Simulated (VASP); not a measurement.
# TiAl16 in VASP: further runs

Runs on TiAl16. Level: LDA. Tasks: single point.

All numbers are computed with VASP 6.6.1; they aren't measurements. Logs are shortened: lines on timing, memory, paths and dates and some standing lists are left out, and cuts for length are marked.

## Step 1: The cell of the first run

The cell holds a slab with vacuum, 17 atoms: a = 8.100 Å, b = 5.728 Å, c = 16.296 Å, α = 90.00°, β = 90.00°, γ = 90.00°.

## Step 2: Single point, LDA

INCAR

```
PREC = Accurate
ENCUT = 520
EDIFF = 1E-6
ISMEAR = 0
SIGMA = 0.1
LREAL = Auto
LASPH = T
NELM = 60
ALGO = Normal
ISIF = 2
LWAVE = F
LCHARG = F
NBANDS = 44
```

KPOINTS

```
Automatic mesh
0
Gamma
  2 3 1
```

POSCAR

```
TiAl16
1.0
    8.1000000000      0.0000000000      0.0000000000
    0.0000000000      5.7275650000      0.0000000000
    0.0000000000      0.0000000000     16.2956740000
Al Ti
16 1
Direct
    0.2500000000      0.2499999564      0.0613659797
    0.7500000000      0.2499999564      0.0613659797
    0.2500000000      0.7500000436      0.0613659797
    0.7500000000      0.7500000436      0.0613659797
   -0.0020359259      0.0034822826      0.1305132884
    0.5020374074      0.0034857745      0.1305265434
    0.0087129630      0.5047080216      0.1411714545
    0.4912525926      0.5047247827      0.1411868573
    0.2499937037      0.2486279946      0.2239839850
    0.7499653086      0.2789450665      0.2261349239
    0.2499812346      0.7736855016      0.2230504243
    0.7500191358      0.7400252987      0.2266658010
   -0.0249540741      0.0126484815      0.2966465824
    0.5249550617      0.0125915638      0.2966597761
    0.0329662963      0.5115461806      0.3121296486
    0.4669649383      0.5115089920      0.3121433946
    0.2500025926      1.0003367923      0.3663146428
```

Potentials or basis: VASP PAW LDA potentials, release 64 (Al, Ti_sv).

Launch:

```console
cat potpaw_LDA.64/Al/POTCAR potpaw_LDA.64/Ti_sv/POTCAR > POTCAR
mpirun -np 1 vasp_std > vasp.out
```

OUTCAR:

```text
PREC = Accurate
   ENCUT = 520
   EDIFF = 1E-6
   ISMEAR = 0
   LREAL = Auto
   LASPH = T
   NELM = 60
   ISIF = 2

 ion  position               nearest neighbor table
   1  0.250  0.250  0.061-   9 2.65   5 2.73   6 2.73   8 2.76   7 2.76   3 2.86   3 2.86
   2  0.750  0.250  0.061-  10 2.69   5 2.70   6 2.70   4 2.86   4 2.86   7 2.87   8 2.87
   3  0.250  0.750  0.061-  11 2.64   8 2.74   7 2.74   5 2.75   6 2.75   1 2.86   1 2.86
   4  0.750  0.750  0.061-  12 2.69   5 2.72   6 2.72   7 2.84   8 2.84   2 2.86   2 2.86
   5  0.998  0.003  0.131-   2 2.70  13 2.71   4 2.72   1 2.73   3 2.75  11 2.86   7 2.86   7 2.88
                             9 2.91  12 2.96  10 2.99
   6  0.502  0.003  0.131-   2 2.70  14 2.71   4 2.72   1 2.73   3 2.75  11 2.86   8 2.86   8 2.88
                             9 2.91  12 2.96  10 2.99
   7  0.009  0.505  0.141-   3 2.74   1 2.76   9 2.79  15 2.79  11 2.82  10 2.83   4 2.84  12 2.85
                             5 2.86   2 2.87   5 2.88
   8  0.491  0.505  0.141-   3 2.74   1 2.76   9 2.79  16 2.79  11 2.82  10 2.82   4 2.84  12 2.85
                             6 2.86   2 2.87   6 2.88
   9  0.250  0.249  0.224-   1 2.65  11 2.72  17 2.72  16 2.72  15 2.72   8 2.79   7 2.79  13 2.86
                            14 2.86   6 2.91   5 2.91  11 3.01
  10  0.750  0.279  0.226-  14 2.64  13 2.64  12 2.64   2 2.69   8 2.82   7 2.83   6 2.99   5 2.99
                            15 3.00  16 3.00  12 3.09
  11  0.250  0.774  0.223-   3 2.64  17 2.67   9 2.72  15 2.73  16 2.73   8 2.82   7 2.82   5 2.86
                             6 2.86  13 2.88  14 2.88   9 3.01
  12  0.750  0.740  0.227-  10 2.64  13 2.66  14 2.66   4 2.69   7 2.85   8 2.85   5 2.96   6 2.96
                            15 2.98  16 2.98  10 3.09
  13  0.975  0.013  0.297-  17 2.50  10 2.64  12 2.66   5 2.71   9 2.86  11 2.88  15 2.91  15 2.92

  14  0.525  0.013  0.297-  17 2.50  10 2.64  12 2.66   6 2.71   9 2.86  11 2.88  16 2.91  16 2.92

  15  0.033  0.512  0.312-   9 2.72  11 2.73   7 2.79  13 2.91  13 2.92  12 2.98  10 3.00
  16  0.467  0.512  0.312-   9 2.72  11 2.73   8 2.79  14 2.91  14 2.92  12 2.98  10 3.00
  17  0.250  0.000  0.366-  14 2.50  13 2.50  11 2.67   9 2.72

  LATTYP: Found a simple orthorhombic cell.
 ALAT       =     5.7275650000
 B/A-ratio  =     1.4142135445
 C/A-ratio  =     2.8451312207

  Lattice vectors:

 A1 = (   0.0000000000,  -5.7275650000,   0.0000000000)
 A2 = (   8.1000000000,   0.0000000000,   0.0000000000)
 A3 = (   0.0000000000,   0.0000000000,  16.2956740000)

Analysis of symmetry for initial positions (statically):
=====================================================================
 Subroutine PRICEL returns:
 Original cell was already a primitive cell.

 Routine SETGRP: Setting up the symmetry group for a
 simple orthorhombic supercell.

 Subroutine GETGRP returns: Found  1 space group operations
 (whereof  1 operations were pure point group operations)
 out of a pool of  8 trial point group operations.

The static configuration has the point symmetry C_1 .

Analysis of symmetry for dynamics (positions and initial velocities):
=====================================================================
 Subroutine PRICEL returns:
 Original cell was already a primitive cell.

 Routine SETGRP: Setting up the symmetry group for a
 simple orthorhombic supercell.

 Subroutine GETGRP returns: Found  1 space group operations
 (whereof  1 operations were pure point group operations)
 out of a pool of  8 trial point group operations.

The dynamic configuration has the point symmetry C_1 .

 Subroutine INISYM returns: Found  1 space group operations
 (whereof  1 operations are pure point group operations),
 and found     1 'primitive' translations

----------------------------------------------------------------------------------------

                                     Primitive cell

  volume of cell :     756.0097

  direct lattice vectors                    reciprocal lattice vectors
     8.100000000  0.000000000  0.000000000     0.123456790  0.000000000  0.000000000
     0.000000000  5.727565000  0.000000000     0.000000000  0.174594265  0.000000000
     0.000000000  0.000000000 16.295674000     0.000000000  0.000000000  0.061365980

  length of vectors
     8.100000000  5.727565000 16.295674000     0.123456790  0.174594265  0.061365980

  position of ions in fractional coordinates (direct lattice)
     0.250000000  0.249999956  0.061365980
     0.750000000  0.249999956  0.061365980
     0.250000000  0.750000044  0.061365980
     0.750000000  0.750000044  0.061365980
     0.997964074  0.003482283  0.130513288
     0.502037407  0.003485774  0.130526543
[... 9 lines left out ...]
     0.466964938  0.511508992  0.312143395
     0.250002593  0.000336792  0.366314643

  ion indices of the primitive-cell ions
   primitive index   ion index
                 1           1
                 2           2
                 3           3
                 4           4
                 5           5
                 6           6
[... 9 lines left out ...]
                16          16
                17          17

----------------------------------------------------------------------------------------

 KPOINTS: Automatic mesh

Automatic generation of k-mesh.
 Grid dimensions read from file:
 generate k-points for:    2    3    1

 Generating k-lattice:

  Cartesian coordinates                     Fractional coordinates (reciprocal lattice)
     0.061728395  0.000000000  0.000000000     0.500000000  0.000000000  0.000000000
     0.000000000  0.058198088  0.000000000     0.000000000  0.333333333  0.000000000
     0.000000000  0.000000000  0.061365980     0.000000000  0.000000000  1.000000000

  Length of vectors
     0.061728395  0.058198088  0.061365980

  Shift w.r.t. Gamma in fractional coordinates (k-lattice)
     0.000000000  0.000000000  0.000000000

 Subroutine IBZKPT returns following result:
 ===========================================

 Found      4 irreducible k-points:

 Following reciprocal coordinates:
            Coordinates               Weight
  0.000000  0.000000  0.000000      1.000000
  0.500000  0.000000  0.000000      1.000000
  0.000000  0.333333  0.000000      2.000000
  0.500000  0.333333  0.000000      2.000000
   k-points           NKPTS =      4   k-points in BZ     NKDIM =      4   number of bands    NBANDS=     44
   number of dos      NEDOS =    301   number of ions     NIONS =     17
   total plane-waves  NPLWV = 362880
   dimension x,y,z NGX =    60 NGY =   48 NGZ =  126
   dimension x,y,z NGXF=   120 NGYF=   96 NGZF=  252
   ions per type =              16   1
   NGX,Y,Z   is equivalent  to a cutoff of  12.31, 13.93, 12.85 a.u.
   NGXF,Y,Z  is equivalent  to a cutoff of  24.63, 27.86, 25.71 a.u.
 SYSTEM =  unknown system
   PREC   = accura    normal or accurate (medium, high low for compatibility)
   ISTART =      0    job   : 0-new  1-cont  2-samecut
   ICHARG =      2    charge: 1-file 2-atom 10-const
   ISPIN  =      1    spin polarized calculation?
   LNONCOLLINEAR =      F non collinear calculations
   LSORBIT =      F    spin-orbit coupling
   LASPH  =      T    aspherical Exc in radial PAW
   ENCUT  =  520.0 eV  38.22 Ry    6.18 a.u.  15.06 10.65 30.30*2*pi/ulx,y,z
   NELM   =     60;   NELMIN=  2; NELMDL= -5     # of ELM steps
   EDIFF  = 0.1E-05   stopping-criterion for ELM
   LREAL  =      T    real-space projection
   EDIFFG = 0.1E-04   stopping-criterion for IOM
   NSW    =      0    number of steps for IOM
   IBRION =     -1    ionic relax: 0-MD 1-quasi-New 2-CG
   NFREE  =      0    steps in history (QN), initial steepest desc. (CG)
   ISIF   =      2    stress and relaxation
   ISYM   =      2    0-nonsym 1-usesym 2-fastsym
   POTIM  = 0.5000    time-step for ionic-motion
   TEBEG  =    0.0;   TEEND  =   0.0 temperature during run
   PSTRESS=    0.0 pullay stress
   NELECT =      60.0000    total number of electrons
   NUPDOWN=      -1.0000    fix difference up-down
   EMIN   =  10.00;   EMAX   =-10.00  energy-range for DOS
   EFERMI =   0.00;   METHOD = LEGACY
   ISMEAR =     0;   SIGMA  =   0.10  broadening in eV -4-tet -1-fermi 0-gaus
   EFERMI_NEDOS =   21; number of points for ismear=-14 and -15
   IALGO  =     38    algorithm
   IMIX   =      4    mixing-type and parameters
     AMIX     =   0.40;   BMIX     =  1.00
     AMIX_MAG =   1.60;   BMIX_MAG =  1.00
  volume/ion in A,a.u.               =      44.47       300.11
  Fermi-wavevector in a.u.,A,eV,Ry     =   0.703530  1.329479  6.734270  0.494955
  Thomas-Fermi vector in A             =   1.788526
   LORBIT       =      0    0 simple, 1 ext, 2 COOP (PROOUT), +10 PAW based schemes
   GGA     = CA    functional components
   LHFCALC =     F    Hartree Fock is set to
   AEXX    =    0.0000 exact exchange contribution
   IVDW    =     0    specifies the selected vdW correction
   LEPSILON=     F    determine dielectric tensor
   LRPA    =     F    only Hartree local field effects (RPA)
 non-spin polarized calculation
 Gauss-broadening in eV      SIGMA  =   0.10
  energy-cutoff  :      520.00
  volume of cell :      756.01
 maximum number of plane-waves:     20376
   NGX = 31   NGY = 21   NGZ = 61

 number of electron      60.0000003 magnetization

 Free energy of the ion-electron system (eV)
  ---------------------------------------------------
  ext. energy  EPLUGINS =         0.00000000
  ---------------------------------------------------
  free energy    TOTEN  =       -68.06364372 eV

  energy without entropy =      -68.00889420  energy(sigma->0) =      -68.03626896

 E-fermi :   0.4445     XC(G=0):  -5.0835

 val. band max:        0.4317367718   @ k =   0.5000   0.0000   0.0000
 cond. band min:       0.4716930202   @ k =   0.0000   0.0000   0.0000
 fundamental gap:      0.0399562484
 Fermi energy:         0.4444616820

 k-point     1 :       0.0000    0.0000    0.0000
  band No.  band energies     occupation
      1     -56.0823      2.00000
      2     -32.8921      2.00000
      3     -32.8034      2.00000
      4     -32.6015      2.00000
      5      -9.8719      2.00000
      6      -7.7363      2.00000
[... 169 lines left out ...]
     41       2.6140      0.00000
     42       2.8473      0.00000
 [bands above 42 left out]

------------------------ aborting loop because EDIFF is reached ----------------------------------------

  FORCE on cell =-STRESS in cart. coord.  units (eV):
  Direction    XX          YY          ZZ          XY          YZ          ZX
  --------------------------------------------------------------------------------------
  -------------------------------------------------------------------------------------
  Total        1.7055839    -16.7364698     -0.5605129      0.0002336     -0.3620059     -0.0001198
  in kB        3.6145672    -35.4688468     -1.1878697      0.0004951     -0.7671828     -0.0002539
  external PRESSURE =     -11.0140498 kB  Pullay stress =       0.0000000 kB

 VOLUME and BASIS-vectors are now :
 -----------------------------------------------------------------------------
  energy-cutoff  :      520.00
  volume of cell :      756.01
      direct lattice vectors                 reciprocal lattice vectors
     8.100000000  0.000000000  0.000000000     0.123456790  0.000000000  0.000000000
     0.000000000  5.727565000  0.000000000     0.000000000  0.174594265  0.000000000
     0.000000000  0.000000000 16.295674000     0.000000000  0.000000000  0.061365980

 POSITION                                       TOTAL-FORCE (eV/Angst)
 -----------------------------------------------------------------------------------
      2.02500      1.43189      1.00000         0.000117      0.126827      0.078490
      6.07500      1.43189      1.00000        -0.000450      0.284238     -0.034587
      2.02500      4.29567      1.00000         0.000036     -0.039191      0.023514
      6.07500      4.29567      1.00000        -0.000427     -0.217591     -0.008948
      8.08351      0.01994      2.12680        -0.051480     -0.000077      0.098229
      4.06650      0.01997      2.12702         0.051722     -0.000086      0.097730
[... 9 lines left out ...]
      3.78242      2.92970      5.08659         0.000986      0.046154      0.064953
      2.02502      0.00193      5.96934        -0.000796     -0.026469     -0.010248
 -----------------------------------------------------------------------------------
    total drift:                                0.000016     -0.002694      0.016781

  FREE ENERGIE OF THE ION-ELECTRON SYSTEM (eV)
  ---------------------------------------------------
  free  energy   TOTEN  =       -68.0636437210 eV

  energy  without entropy=      -68.0088941955  energy(sigma->0) =      -68.03626896
```

Wall time 4.9 min (1 thread of Intel Xeon Platinum 8259CL at 2.50GHz (Skylake/Cascade Lake), shared host); peak memory 0.55 GiB.

Results:

```
Free energy            : -68.0636 eV
Largest force          : 0.286 eV/Å
Band gap on the k mesh : zero (band 30 reaches 0.55 eV, above the bottom of band 31 at 0.43 eV)
```

Forces in eV/Å, atoms in the order of the input:
```
Al   0.000  0.127  0.078
Al   0.000  0.284 -0.035
Al   0.000 -0.039  0.024
Al   0.000 -0.218 -0.009
Al  -0.051  0.000  0.098
Al   0.052  0.000  0.098
Al  -0.002 -0.019  0.018
Al   0.003 -0.019  0.017
Al   0.000 -0.021 -0.102
Al   0.000 -0.099 -0.021
Al   0.000 -0.115 -0.131
Al   0.000  0.114 -0.037
Al  -0.129 -0.030 -0.058
Al   0.129 -0.030 -0.059
Al   0.000  0.046  0.065
Al   0.001  0.046  0.065
Ti  -0.001 -0.026 -0.010
```

Levels at points of the mesh, in eV from the Fermi level:
```csv
k point,band 26,band 27,band 28,band 29,band 30,band 31,band 32,band 33,band 34,band 35
"(0.00, 0.00, 0.00)",-1.28,-0.99,-0.93,-0.63,-0.28,0.03,0.41,0.57,0.72,0.73
"(0.50, 0.00, 0.00)",-1.17,-1.11,-0.95,-0.63,-0.24,-0.01,0.24,0.44,0.56,0.70
```

Caveat: the k points lie up to 0.39 Å⁻¹ apart.

(Continued in part 2 of 2.)
